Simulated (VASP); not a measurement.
Wanted: the native input for a VASP 6.6.1 run.

```
Task                   : single point
Functional             : r2SCAN
Potentials or basis    : VASP PAW PBE potentials, release 64 (Si, O)
Cutoff                 : 520 eV
k mesh                 : 8 × 8 × 8
Occupations            : gaussian, width 0.01 eV
Spin                   : no spin polarisation
Dipole correction      : no
Further INCAR settings : ALGO = Normal; EDIFF = 1e-06; NBANDS = 25
```

The system is SiO2.

```
Si O
1.0
    -1.77911    1.77911    4.28552
     1.77911   -1.77911    4.28552
     1.77911    1.77911   -4.28552
Si O
2 4
Direct
  0.75000 0.25000 0.50000
  0.00000 0.00000 0.00000
  0.54095 0.04095 0.50000
  0.79095 0.79095 0.00000
  0.20905 0.20905 0.00000
  0.95905 0.45905 0.50000
```

The input as run:

POSCAR

```
SiO2
1.0
   -1.7791078086      1.7791078086      4.2855188399
    1.7791078086     -1.7791078086      4.2855188399
    1.7791078086      1.7791078086     -4.2855188399
Si O
2 4
Direct
    0.7500000000      0.2500000000      0.5000000000
    0.0000000000      0.0000000000      0.0000000000
    0.5409502157      0.0409502157      0.5000000000
    0.7909502157      0.7909502157      0.0000000000
    0.2090497843      0.2090497843      0.0000000000
    0.9590497843      0.4590497843      0.5000000000
```

INCAR.step1

```
PREC = Accurate
ENCUT = 520
ISMEAR = 0
SIGMA = 0.01
LREAL = False
LASPH = True
NELM = 60
NBANDS = 25
GGA = PE
ALGO = Normal
EDIFF = 1E-4
LWAVE = True
LCHARG = False
```

INCAR.step2

```
PREC = Accurate
ENCUT = 520
EDIFF = 1E-6
ISMEAR = 0
SIGMA = 0.01
LREAL = False
LASPH = True
NELM = 60
ALGO = Normal
ISIF = 2
LWAVE = False
LCHARG = False
METAGGA = R2SCAN
LMIXTAU = True
NBANDS = 25
ISTART = 1
```

KPOINTS

```
Automatic mesh
0
Gamma
  8 8 8
```

Potentials or basis: VASP PAW PBE potentials, release 64 (Si, O).

Command:

```console
$ cat potpaw_PBE.64/Si/POTCAR potpaw_PBE.64/O/POTCAR > POTCAR
$ cp INCAR.step1 INCAR
$ mpirun -np 1 vasp_std > vasp.out
$ cp INCAR.step2 INCAR
$ mpirun -np 1 vasp_std > vasp.out
```

Results of the run:

The pressure is -15.3 GPa and the largest force is 0.532 eV/Å. The band gap on the k mesh is 6.22 eV (least direct gap 6.90 eV).

Caveat: the cell stands under tension; the PAW data sets were made with another functional, which shifts forces and pressure a little.

Run time: 14 min on 1 thread of Intel Xeon 8259CL, with other jobs on the host, peak memory 0.28 GiB.
